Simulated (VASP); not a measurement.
# H3CCl in VASP: single point with PBE+D3(BJ)

Aim: the single point of H3CCl with PBE+D3(BJ).

Everything below comes from runs of VASP 6.6.1. Logs are shortened: lines on timing, memory, paths and dates and some standing lists are left out, and cuts for length are marked.

### 1 The cell of the first run

The cell holds a disordered packing, 40 atoms: a = 9.029 Å, b = 9.029 Å, c = 9.029 Å, α = 90.00°, β = 90.00°, γ = 90.00°.

### 2 Single point, PBE+D3(BJ)

Contents of INCAR:

```
SYSTEM = H3CCl
  PREC = Accurate
  ENCUT = 1000
  EDIFF = 1E-6
  ISMEAR = -1
  SIGMA = 0.05
  LREAL = Auto
  LASPH = .True.
  NELM = 120
  ALGO = Normal
  ISIF = 2
  LWAVE = .False.
  LCHARG = .True.
  GGA = PE
  IVDW = 12
  LELF = .True.
  LVHAR = .True.
  NBANDS = 82
  GGA_COMPAT = .False.
```

Contents of KPOINTS:

```
regular mesh
0
Gamma
  1 1 1
  0 0 0
```

Contents of POSCAR:

```
H3CCl
1.0
    9.0287150000      0.0000000000      0.0000000000
    0.0000000000      9.0287150000      0.0000000000
    0.0000000000      0.0000000000      9.0287150000
C Cl H
8 8 24
Direct
    0.6628777448      0.5106122863      0.0109526033
    0.4080877974      0.1176313163      0.6417988914
    0.7307121283      0.8255458067      0.6968692292
    0.9598065394      0.0189981278      0.3004149803
    0.0467475854      0.4970846871      0.2142810651
    0.9330262443      0.2795547799      0.7557493969
    0.3835555566      0.5694824847      0.5569994716
    0.4955299113      0.9938175233      0.1582432965
    0.6195380581      0.4077631895      0.1751697308
    0.2898983086      0.1014511246      0.8006034065
    0.8726929342      0.6886001280      0.7198259601
    1.1432422122      0.0604578199      0.3639596839
    0.0172855397      0.4785898210      0.4097283574
    0.8833387125      0.1519562796      0.9002787266
    0.3304302667      0.7056467548      0.6914305958
    0.5836633044      0.8854588909      0.3004922533
    0.6234042833      0.6240961067      0.0254231023
    0.7826529017      0.5099189947     -0.0048804496
    0.6083206456      0.4578977974     -0.0834257943
    0.4118815634      0.0103918607      0.5851455660
    0.3615846065      0.2024821084      0.5686893971
    0.5184217486      0.1507027705      0.6800033761
    0.6233073852      0.7701648570      0.6883946412
    0.7331804862      0.8992452572      0.7930801596
    0.7544737091      0.8879782404      0.5956766971
    0.9428046371      0.0752627889      0.1945670891
    0.9504258620     -0.1010655194      0.2874524822
    0.8803840589      0.0590802414      0.3824535754
    0.0223081158      0.6120981000      0.1838196978
    0.1619845666      0.4689295292      0.1887755291
   -0.0288394593      0.4212596576      0.1575934678
    0.8421657386      0.3586672097      0.7422606286
    1.0350387092      0.3359960713      0.7887322693
    0.9521076980      0.2164615102      0.6540017292
    0.3391706269      0.4623675493      0.5919291431
    0.3358668004      0.6014093699      0.4505685201
    0.5045015501      0.5656944012      0.5499735132
    0.4379094093      1.0862522039      0.2110092088
    0.5810082552      1.0345171091      0.0827108985
    0.4161949579      0.9227438642      0.1006834036
```

Potentials or basis: VASP PAW PBE potentials, release 64 (C_h, Cl, H_h).

The run is started by

```sh
> cat potpaw_PBE.64/C_h/POTCAR potpaw_PBE.64/Cl/POTCAR potpaw_PBE.64/H_h/POTCAR > POTCAR
> mpirun -np 1 vasp_gam > vasp.out
```

OUTCAR:

```text
SYSTEM = H3CCl
   PREC = Accurate
   ENCUT = 1000
   EDIFF = 1E-6
   ISMEAR = -1
   LREAL = Auto
   LASPH = .True.
   NELM = 120
   ISIF = 2
   GGA = PE
   IVDW = 12
 IVDW          = 12

 ion  position               nearest neighbor table
   1  0.663  0.511  0.011-  18 1.09  17 1.09  19 1.09   9 1.79
   2  0.408  0.118  0.642-  21 1.09  20 1.10  22 1.10  10 1.79
   3  0.731  0.826  0.697-  23 1.09  24 1.09  25 1.09  11 1.79
   4  0.960  0.019  0.300-  28 1.09  26 1.09  27 1.09  12 1.79
   5  0.047  0.497  0.214-  31 1.09  30 1.10  29 1.10  13 1.79
   6  0.933  0.280  0.756-  33 1.09  32 1.09  34 1.09  14 1.80
   7  0.384  0.569  0.557-  36 1.09  35 1.09  37 1.09  15 1.79
   8  0.496  0.994  0.158-  38 1.09  40 1.09  39 1.09  16 1.80
   9  0.620  0.408  0.175-   1 1.79
  10  0.290  0.101  0.801-   2 1.79
  11  0.873  0.689  0.720-   3 1.79
  12  0.143  0.060  0.364-   4 1.79
  13  0.017  0.479  0.410-   5 1.79
  14  0.883  0.152  0.900-   6 1.80
[... 24 lines left out ...]
  39  0.581  0.035  0.083-   8 1.09
  40  0.416  0.923  0.101-   8 1.09

  LATTYP: Found a simple cubic cell.
 ALAT       =     9.0287150000

  Lattice vectors:

 A1 = (   9.0287150000,   0.0000000000,   0.0000000000)
 A2 = (   0.0000000000,   9.0287150000,   0.0000000000)
 A3 = (   0.0000000000,   0.0000000000,   9.0287150000)

Analysis of symmetry for initial positions (statically):
=====================================================================
 Subroutine PRICEL returns:
 Original cell was already a primitive cell.

 Routine SETGRP: Setting up the symmetry group for a
 simple cubic supercell.

 Subroutine GETGRP returns: Found  1 space group operations
 (whereof  1 operations were pure point group operations)
 out of a pool of 48 trial point group operations.

The static configuration has the point symmetry C_1 .

Analysis of symmetry for dynamics (positions and initial velocities):
=====================================================================
 Subroutine PRICEL returns:
 Original cell was already a primitive cell.

 Routine SETGRP: Setting up the symmetry group for a
 simple cubic supercell.

 Subroutine GETGRP returns: Found  1 space group operations
 (whereof  1 operations were pure point group operations)
 out of a pool of 48 trial point group operations.

The dynamic configuration has the point symmetry C_1 .

[... 152 lines left out ...]
   EDIFFG = 0.1E-04   stopping-criterion for IOM
   NSW    =      0    number of steps for IOM
   IBRION =     -1    ionic relax: 0-MD 1-quasi-New 2-CG
   NFREE  =      0    steps in history (QN), initial steepest desc. (CG)
   ISIF   =      2    stress and relaxation
   ISYM   =      2    0-nonsym 1-usesym 2-fastsym
   POTIM  = 0.5000    time-step for ionic-motion
   TEBEG  =    0.0;   TEEND  =   0.0 temperature during run
   PSTRESS=    0.0 pullay stress
   NELECT =     112.0000    total number of electrons
   NUPDOWN=      -1.0000    fix difference up-down
   EMIN   =  10.00;   EMAX   =-10.00  energy-range for DOS
   EFERMI =   0.00;   METHOD = LEGACY
   ISMEAR =    -1;   SIGMA  =   0.05  broadening in eV -4-tet -1-fermi 0-gaus
   EFERMI_NEDOS =   21; number of points for ismear=-14 and -15
   IALGO  =     38    algorithm
   IMIX   =      4    mixing-type and parameters
     AMIX     =   0.40;   BMIX     =  1.00
     AMIX_MAG =   1.60;   BMIX_MAG =  1.00
  volume/ion in A,a.u.               =      18.40       124.17
  Fermi-wavevector in a.u.,A,eV,Ry     =   0.874020  1.651659 10.393649  0.763912
  Thomas-Fermi vector in A             =   1.993493
   LORBIT       =      0    0 simple, 1 ext, 2 COOP (PROOUT), +10 PAW based schemes
   GGA     = PE    functional components
   LHFCALC =     F    Hartree Fock is set to
   AEXX    =    0.0000 exact exchange contribution
   IVDW    =    12    specifies the selected vdW correction
   LEPSILON=     F    determine dielectric tensor
   LRPA    =     F    only Hartree local field effects (RPA)
 non-spin polarized calculation
  energy-cutoff  :     1000.00
  volume of cell :      736.00
 maximum number of plane-waves:     26318
 NGX is ok and might be reduce to    96
   NGX = 47   NGY = 47   NGZ = 47

 number of electron     111.9999999 magnetization

 Free energy of the ion-electron system (eV)
  ---------------------------------------------------
  ext. energy  EPLUGINS =         0.00000000
  ---------------------------------------------------
  free energy    TOTEN  =      -179.96037328 eV

  energy without entropy =     -179.96037328  energy(sigma->0) =     -179.96037328

 E-fermi :  -2.2009     XC(G=0):  -5.8790

 val. band max:       -3.4539085062   @ k =   0.0000   0.0000   0.0000
 cond. band min:       1.8955866871   @ k =   0.0000   0.0000   0.0000
 fundamental gap:      5.3494951932
 Fermi energy:        -2.2008558266

 k-point     1 :       0.0000    0.0000    0.0000
  band No.  band energies     occupation
      1     -18.1063      2.00000
      2     -18.0118      2.00000
      3     -17.9674      2.00000
      4     -17.9579      2.00000
      5     -17.9099      2.00000
      6     -17.8981      2.00000
[... 60 lines left out ...]
     67       3.5825      0.00000
     68       3.9384      0.00000
 [bands above 68 left out]

------------------------ aborting loop because EDIFF is reached ----------------------------------------

 Edisp (eV)   -1.68924

 E8    (eV) :    -0.4387

  FORCE on cell =-STRESS in cart. coord.  units (eV):
  Direction    XX          YY          ZZ          XY          YZ          ZX
  --------------------------------------------------------------------------------------
  -------------------------------------------------------------------------------------
  Total      -1.58906    -2.00341    -2.10074     0.17420     0.44923     0.33883
  in kB      -3.45919    -4.36117    -4.57304     0.37920     0.97791     0.73759
  external pressure =       -4.13 kB  Pullay stress =        0.00 kB

 VOLUME and BASIS-vectors are now :
 -----------------------------------------------------------------------------
  energy-cutoff  :     1000.00
  volume of cell :      736.00
      direct lattice vectors                 reciprocal lattice vectors
     9.028715000  0.000000000  0.000000000     0.110757732  0.000000000  0.000000000
     0.000000000  9.028715000  0.000000000     0.000000000  0.110757732  0.000000000
     0.000000000  0.000000000  9.028715000     0.000000000  0.000000000  0.110757732

 POSITION                                       TOTAL-FORCE (eV/Angst)
 -----------------------------------------------------------------------------------
      5.98493      4.61017      0.09889        -0.045037     -0.049808      0.071680
      3.68451      1.06206      5.79462        -0.010718      0.014607      0.085211
      6.59739      7.45362      6.29183         0.067391     -0.021472      0.041630
      8.66582      0.17153      2.71236         0.088428     -0.003356     -0.005370
      0.42207      4.48804      1.93468        -0.026082      0.010779      0.079513
      8.42403      2.52402      6.82345        -0.028494     -0.075386      0.013090
[... 32 lines left out ...]
      5.24576      0.31165      0.74677        -0.008288     -0.011690      0.011406
      3.75771      8.33119      0.90904         0.026417      0.019824     -0.017884
 -----------------------------------------------------------------------------------
    total drift:                                0.003122      0.000390     -0.000843

  FREE ENERGIE OF THE ION-ELECTRON SYSTEM (eV)
  ---------------------------------------------------
  free  energy   TOTEN  =      -181.6496164550 eV

  energy  without entropy=     -181.6496164550  energy(sigma->0) =     -181.64961645
```

OSZICAR:

```text
N       E                     dE             d eps       ncg     rms          rms(c)
DAV:   1     0.115427539751E+04    0.11543E+04   -0.70156E+04   164   0.195E+03
DAV:   2     0.104835831105E+02   -0.11438E+04   -0.10781E+04   214   0.283E+02
DAV:   3    -0.187618321239E+03   -0.19810E+03   -0.19676E+03   216   0.126E+02
DAV:   4    -0.195979002479E+03   -0.83607E+01   -0.82979E+01   200   0.292E+01
DAV:   5    -0.196287124553E+03   -0.30812E+00   -0.30782E+00   224   0.565E+00    0.328E+01
DAV:   6    -0.182132539675E+03    0.14155E+02   -0.19705E+01   208   0.155E+01    0.141E+01
DAV:   7    -0.180362789694E+03    0.17697E+01   -0.95237E+00   200   0.940E+00    0.708E+00
DAV:   8    -0.179962256527E+03    0.40053E+00   -0.71583E-01   208   0.290E+00    0.306E+00
DAV:   9    -0.179953355406E+03    0.89011E-02   -0.12023E-01   200   0.124E+00    0.630E-01
DAV:  10    -0.179958112142E+03   -0.47567E-02   -0.15172E-02   184   0.445E-01    0.295E-01
DAV:  11    -0.179960746741E+03   -0.26346E-02   -0.44661E-03   184   0.299E-01    0.113E-01
DAV:  12    -0.179960544700E+03    0.20204E-03   -0.13580E-03   192   0.146E-01    0.468E-02
DAV:  13    -0.179960427876E+03    0.11682E-03   -0.34114E-04   184   0.751E-02    0.357E-02
DAV:  14    -0.179960390153E+03    0.37723E-04   -0.45211E-05   208   0.313E-02    0.156E-02
DAV:  15    -0.179960374112E+03    0.16042E-04   -0.22926E-05   184   0.253E-02    0.931E-03
DAV:  16    -0.179960373284E+03    0.82757E-06   -0.85591E-06   216   0.129E-02
   1 F= -.18164962E+03 E0= -.18164962E+03  d E =-.378127E-10
```

It took 2.9 min on 1 thread of AMD EPYC 9R45 (Zen 5), shared host; peak memory 1.3 GiB.

Results:

```yaml
Free_energy: -181.6496 eV
Pressure: -0.4 GPa
Largest_force: 0.163 eV/Å
Band_gap_on_the_k_mesh: 5.35 eV
Dispersion_energy_per_atom: -0.042 eV
```

Forces in eV/Å, atoms in the order of the input:
```
C   -0.045 -0.050  0.072
C   -0.011  0.015  0.085
C    0.067 -0.021  0.042
C    0.088 -0.003 -0.005
C   -0.026  0.011  0.080
C   -0.028 -0.075  0.013
C   -0.004  0.076  0.060
C    0.031 -0.038  0.055
Cl   0.003  0.047 -0.075
Cl   0.106  0.031 -0.092
Cl  -0.069  0.107  0.018
Cl  -0.078 -0.031 -0.018
Cl   0.004  0.023 -0.161
Cl   0.022  0.131 -0.055
Cl   0.051 -0.087 -0.082
Cl  -0.064  0.042 -0.097
H   -0.030  0.020  0.016
H    0.040 -0.004  0.017
H   -0.045 -0.005  0.018
H   -0.016  0.026  0.060
H    0.001 -0.045  0.007
H   -0.012 -0.038 -0.010
H   -0.015 -0.010  0.007
H    0.007 -0.018 -0.065
H   -0.006 -0.029  0.024
H   -0.007 -0.004  0.000
H   -0.014  0.021  0.026
H    0.001  0.005  0.011
H    0.053 -0.094 -0.010
H   -0.055  0.028  0.038
H    0.013 -0.017  0.006
H    0.060 -0.023 -0.023
H   -0.034 -0.022  0.004
H   -0.011  0.016  0.041
H   -0.016 -0.014  0.029
H    0.008  0.008 -0.018
H   -0.008  0.023  0.011
H    0.019 -0.010 -0.021
H   -0.008 -0.012  0.011
H    0.026  0.020 -0.018
```

Stress tensor (GPa, compression positive):
```
-0.35  0.04  0.07
 0.04 -0.44  0.10
 0.07  0.10 -0.46
```

Levels at points of the mesh, in eV from the valence-band top:
| k point | band 53 | band 54 | band 55 | band 56 | band 57 | band 58 | band 59 | band 60 |
| --- | --- | --- | --- | --- | --- | --- | --- | --- |
| (0.00, 0.00, 0.00) | -0.22 | -0.18 | -0.16 | 0.00 | 5.35 | 5.61 | 5.75 | 5.98 |

Caveat: the k points lie up to 0.70 Å⁻¹ apart.
